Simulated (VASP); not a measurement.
# Sb (R-3m) in VASP: further runs, part 2 of 2

VASP 6.6.1. The steps go on from the part before.

## (3) Single point, PBE (volume scaled by 0.96)

INCAR

```
PREC = Accurate
ENCUT = 520
EDIFF = 1E-7
ISMEAR = -1
SIGMA = 0.05
LREAL = F
LASPH = T
NELM = 60
ALGO = Normal
ISIF = 2
LWAVE = F
LCHARG = F
GGA = PE
NBANDS = 12
```

KPOINTS

```
regular mesh
0
Gamma
  9 9 9
```

POSCAR

```
Sb
1.0
    2.1215346023      1.2248685738      3.6933992025
   -2.1215346023      1.2248685738      3.6933992025
    0.0000000000     -2.4497371474      3.6933992025
Sb
2
Direct
    0.2336400000      0.2336400000      0.2336400000
    0.7663600000      0.7663600000      0.7663600000
```

Potentials or basis: VASP PAW PBE potentials, release 64 (Sb).

On the command line:

```sh
cat potpaw_PBE.64/Sb/POTCAR > POTCAR
mpirun -np 1 vasp_std > vasp.out
```

OUTCAR:

```text
PREC = Accurate
   ENCUT = 520
   EDIFF = 1E-7
   ISMEAR = -1
   LREAL = F
   LASPH = T
   NELM = 60
   ISIF = 2
   GGA = PE

 ion  position               nearest neighbor table
   1  0.234  0.234  0.234-   2 2.86   2 2.86   2 2.86   2 3.30   2 3.30   2 3.30
   2  0.766  0.766  0.766-   1 2.86   1 2.86   1 2.86   1 3.30   1 3.30   1 3.30

  LATTYP: Found a trigonal (rhomboedric) cell.
 ALAT       =     4.4319758304
 COS(alpha) =     0.5417151843

  Lattice vectors:

 A1 = (   2.1215346023,   1.2248685738,   3.6933992025)
 A2 = (  -2.1215346023,   1.2248685738,   3.6933992025)
 A3 = (   0.0000000000,  -2.4497371474,   3.6933992025)

Analysis of symmetry for initial positions (statically):
=====================================================================
 Subroutine PRICEL returns:
 Original cell was already a primitive cell.

 Routine SETGRP: Setting up the symmetry group for a
 trigonal (rhombohedral) supercell.

 Subroutine GETGRP returns: Found 12 space group operations
 (whereof 12 operations were pure point group operations)
 out of a pool of 12 trial point group operations.

The static configuration has the point symmetry D_3d.

Analysis of symmetry for dynamics (positions and initial velocities):
=====================================================================
 Subroutine PRICEL returns:
 Original cell was already a primitive cell.

 Routine SETGRP: Setting up the symmetry group for a
 trigonal (rhombohedral) supercell.

 Subroutine GETGRP returns: Found 12 space group operations
 (whereof 12 operations were pure point group operations)
 out of a pool of 12 trial point group operations.

The dynamic configuration has the point symmetry D_3d.

 Subroutine INISYM returns: Found 12 space group operations
 (whereof 12 operations are pure point group operations),
 and found     1 'primitive' translations

----------------------------------------------------------------------------------------

                                     Primitive cell

  volume of cell :      57.5860

  direct lattice vectors                    reciprocal lattice vectors
     2.121534602  1.224868574  3.693399203     0.235678456  0.136069020  0.090251098
    -2.121534602  1.224868574  3.693399203    -0.235678456  0.136069020  0.090251098
     0.000000000 -2.449737147  3.693399203     0.000000000 -0.272138040  0.090251098

  length of vectors
     4.431975830  4.431975830  4.431975830     0.286713051  0.286713051  0.286713051

  position of ions in fractional coordinates (direct lattice)
     0.233640000  0.233640000  0.233640000
     0.766360000  0.766360000  0.766360000

  ion indices of the primitive-cell ions
   primitive index   ion index
                 1           1
                 2           2

----------------------------------------------------------------------------------------

 KPOINTS: regular mesh

Automatic generation of k-mesh.
 Grid dimensions read from file:
 generate k-points for:    9    9    9

 Generating k-lattice:

  Cartesian coordinates                     Fractional coordinates (reciprocal lattice)
[... 39 lines left out ...]
 -0.333333  0.333333  0.000000      6.000000
  0.444444  0.444444  0.000000      6.000000
 [... further k-points ...]
   k-points           NKPTS =     85   k-points in BZ     NKDIM =     85   number of bands    NBANDS=     12
   number of dos      NEDOS =    301   number of ions     NIONS =      2
   total plane-waves  NPLWV =  46656
   dimension x,y,z NGX =    36 NGY =   36 NGZ =   36
   dimension x,y,z NGXF=    72 NGYF=   72 NGZF=   72
   ions per type =               2
   NGX,Y,Z   is equivalent  to a cutoff of  13.50, 13.50, 13.50 a.u.
   NGXF,Y,Z  is equivalent  to a cutoff of  27.01, 27.01, 27.01 a.u.
 SYSTEM =  unknown system
   PREC   = accura    normal or accurate (medium, high low for compatibility)
   ISTART =      0    job   : 0-new  1-cont  2-samecut
   ICHARG =      2    charge: 1-file 2-atom 10-const
   ISPIN  =      1    spin polarized calculation?
   LNONCOLLINEAR =      F non collinear calculations
   LSORBIT =      F    spin-orbit coupling
   LASPH  =      T    aspherical Exc in radial PAW
   ENCUT  =  520.0 eV  38.22 Ry    6.18 a.u.   8.24  8.24  8.24*2*pi/ulx,y,z
   NELM   =     60;   NELMIN=  2; NELMDL= -5     # of ELM steps
   EDIFF  = 0.1E-06   stopping-criterion for ELM
   LREAL  =      F    real-space projection
   EDIFFG = 0.1E-05   stopping-criterion for IOM
   NSW    =      0    number of steps for IOM
   IBRION =     -1    ionic relax: 0-MD 1-quasi-New 2-CG
   NFREE  =      0    steps in history (QN), initial steepest desc. (CG)
   ISIF   =      2    stress and relaxation
   ISYM   =      2    0-nonsym 1-usesym 2-fastsym
   POTIM  = 0.5000    time-step for ionic-motion
   TEBEG  =    0.0;   TEEND  =   0.0 temperature during run
   PSTRESS=    0.0 pullay stress
   NELECT =      10.0000    total number of electrons
   NUPDOWN=      -1.0000    fix difference up-down
   EMIN   =  10.00;   EMAX   =-10.00  energy-range for DOS
   EFERMI =   0.00;   METHOD = LEGACY
   ISMEAR =    -1;   SIGMA  =   0.05  broadening in eV -4-tet -1-fermi 0-gaus
   EFERMI_NEDOS =   21; number of points for ismear=-14 and -15
   IALGO  =     38    algorithm
   IMIX   =      4    mixing-type and parameters
     AMIX     =   0.40;   BMIX     =  1.00
     AMIX_MAG =   1.60;   BMIX_MAG =  1.00
  volume/ion in A,a.u.               =      28.79       194.30
  Fermi-wavevector in a.u.,A,eV,Ry     =   0.913347  1.725976 11.350017  0.834203
  Thomas-Fermi vector in A             =   2.037848
   LORBIT       =      0    0 simple, 1 ext, 2 COOP (PROOUT), +10 PAW based schemes
   GGA     = PE    functional components
   LHFCALC =     F    Hartree Fock is set to
   AEXX    =    0.0000 exact exchange contribution
   IVDW    =     0    specifies the selected vdW correction
   LEPSILON=     F    determine dielectric tensor
   LRPA    =     F    only Hartree local field effects (RPA)
 non-spin polarized calculation
  energy-cutoff  :      520.00
  volume of cell :       57.59
 maximum number of plane-waves:      1562
 NGX is ok and might be reduce to    36
   NGX = 17   NGY = 17   NGZ = 17

 number of electron      10.0000000 magnetization

 Free energy of the ion-electron system (eV)
  ---------------------------------------------------
  ext. energy  EPLUGINS =         0.00000000
  ---------------------------------------------------
  free energy    TOTEN  =        -8.18047692 eV

  energy without entropy =       -8.17819839  energy(sigma->0) =       -8.17933765

 E-fermi :   7.9460     XC(G=0):  -9.7378

 val. band max:        7.9458833074   @ k =   0.3333   0.2222   0.2222
 cond. band min:       8.0521977726   @ k =   0.4444   0.4444   0.4444
 fundamental gap:      0.1063144652
 Fermi energy:         7.9460018890

 k-point     1 :       0.0000    0.0000    0.0000
  band No.  band energies     occupation
      1      -5.2070      2.00000
      2       3.3779      2.00000
      3       5.7256      2.00000
      4       6.0024      2.00000
      5       6.0024      2.00000
      6       9.9954      0.00000
      7      10.6791      0.00000
      8      10.6791      0.00000
      9      12.9361      0.00000
     10      12.9361      0.00000
     11      13.1420      0.00000
     12      14.3627      0.00000
[... 331 lines left out ...]
 k-point    24 :       0.4444    0.4444    0.0000
  band No.  band energies     occupation
      1      -2.8353      2.00000
      2      -0.0521      2.00000
      3       2.3751      2.00000
      4       3.9903      2.00000
      5       4.0608      2.00000
      6       9.3056      0.00000
      7      13.0149      0.00000
      8      13.5587      0.00000
      9      14.7913      0.00000
     10      16.5538      0.00000
     11      17.7518      0.00000
     12      18.7627      0.00000

 [... further k-points ...]

------------------------ aborting loop because EDIFF is reached ----------------------------------------

  FORCE on cell =-STRESS in cart. coord.  units (eV):
  Direction    XX          YY          ZZ          XY          YZ          ZX
  --------------------------------------------------------------------------------------
  -------------------------------------------------------------------------------------
  Total        2.3143449      2.3143449      1.9390139      0.0000000      0.0000000      0.0000000
  in kB       64.3904627     64.3904627     53.9478807      0.0000000      0.0000000      0.0000000
  external PRESSURE =      60.9096020 kB  Pullay stress =       0.0000000 kB

 VOLUME and BASIS-vectors are now :
 -----------------------------------------------------------------------------
  energy-cutoff  :      520.00
  volume of cell :       57.59
      direct lattice vectors                 reciprocal lattice vectors
     2.121534602  1.224868574  3.693399203     0.235678456  0.136069020  0.090251098
    -2.121534602  1.224868574  3.693399203    -0.235678456  0.136069020  0.090251098
     0.000000000 -2.449737147  3.693399203     0.000000000 -0.272138040  0.090251098

 POSITION                                       TOTAL-FORCE (eV/Angst)
 -----------------------------------------------------------------------------------
      0.00000      0.00000      2.58878         0.000000      0.000000      0.485746
      0.00000      0.00000      8.49142         0.000000     -0.000000     -0.485746
 -----------------------------------------------------------------------------------
    total drift:                                0.000000     -0.000000      0.000000

  FREE ENERGIE OF THE ION-ELECTRON SYSTEM (eV)
  ---------------------------------------------------
  free  energy   TOTEN  =        -8.1804769204 eV

  energy  without entropy=       -8.1781983874  energy(sigma->0) =       -8.17933765
```

OSZICAR:

```text
N       E                     dE             d eps       ncg     rms          rms(c)
DAV:   1     0.353175184258E+02    0.35318E+02   -0.35669E+03  2040   0.656E+02
DAV:   2    -0.625999477199E+01   -0.41578E+02   -0.40013E+02  2676   0.108E+02
DAV:   3    -0.816900022868E+01   -0.19090E+01   -0.18966E+01  2528   0.254E+01
DAV:   4    -0.818549654877E+01   -0.16496E-01   -0.16494E-01  2356   0.282E+00
DAV:   5    -0.818568260325E+01   -0.18605E-03   -0.18605E-03  2512   0.335E-01    0.326E+00
DAV:   6    -0.818189166543E+01    0.37909E-02   -0.31562E-03  2360   0.351E-01    0.199E+00
DAV:   7    -0.818034840369E+01    0.15433E-02   -0.73543E-03  2344   0.535E-01    0.683E-02
DAV:   8    -0.818044795624E+01   -0.99553E-04   -0.23568E-04  2492   0.942E-02    0.254E-02
DAV:   9    -0.818047560692E+01   -0.27651E-04   -0.42312E-05  2416   0.383E-02    0.693E-03
DAV:  10    -0.818047652665E+01   -0.91973E-06   -0.41584E-06  2460   0.112E-02    0.156E-03
DAV:  11    -0.818047666227E+01   -0.13563E-06   -0.46979E-07  2420   0.412E-03    0.796E-04
DAV:  12    -0.818047687026E+01   -0.20798E-06   -0.37496E-08  1544   0.107E-03    0.200E-04
DAV:  13    -0.818047692042E+01   -0.50165E-07   -0.74667E-09  1240   0.581E-04
   1 F= -.81804769E+01 E0= -.81793377E+01  d E =-.227853E-02
```

stdout:

```text
POSCAR found type information on POSCAR Sb
 POSCAR found :  1 types and       2 ions
 scaLAPACK will be used
 LDA part: xc-table for (Slater+PW92), standard interpolation
 POSCAR, INCAR and KPOINTS ok, starting setup
 FFT: planning ... GRIDC
 FFT: planning ... GRID_SOFT
 FFT: planning ... GRID
 WAVECAR not read
 entering main loop
```

Run time: 40 s. Hardware: 1 thread of AMD EPYC 9R45 (Zen 5), shared host; peak memory 0.19 GiB.

What came out:

| Property | Result |
| --- | --- |
| Free energy | -8.1805 eV |
| Pressure | 6.1 GPa |
| Largest force | 0.486 eV/Å |
| Band gap on the k mesh | zero (band 5 reaches 7.95 eV, above the bottom of band 6 at 7.91 eV) |

Forces in eV/Å, atoms in the order of the input:
```
Sb   0.000  0.000  0.486
Sb   0.000  0.000 -0.486
```

Stress tensor (GPa, compression positive):
```
6.44 0.00 0.00
0.00 6.44 0.00
0.00 0.00 5.39
```

Levels at points of the mesh, in eV from the Fermi level:
| k point | band 1 | band 2 | band 3 | band 4 | band 5 | band 6 | band 7 | band 8 | band 9 | band 10 |
| --- | --- | --- | --- | --- | --- | --- | --- | --- | --- | --- |
| (0.00, 0.00, 0.00) | -13.15 | -4.57 | -2.22 | -1.94 | -1.94 | 2.05 | 2.73 | 2.73 | 4.99 | 4.99 |

Caveat: spin-orbit coupling is left out, which moves the levels of the heavy elements.
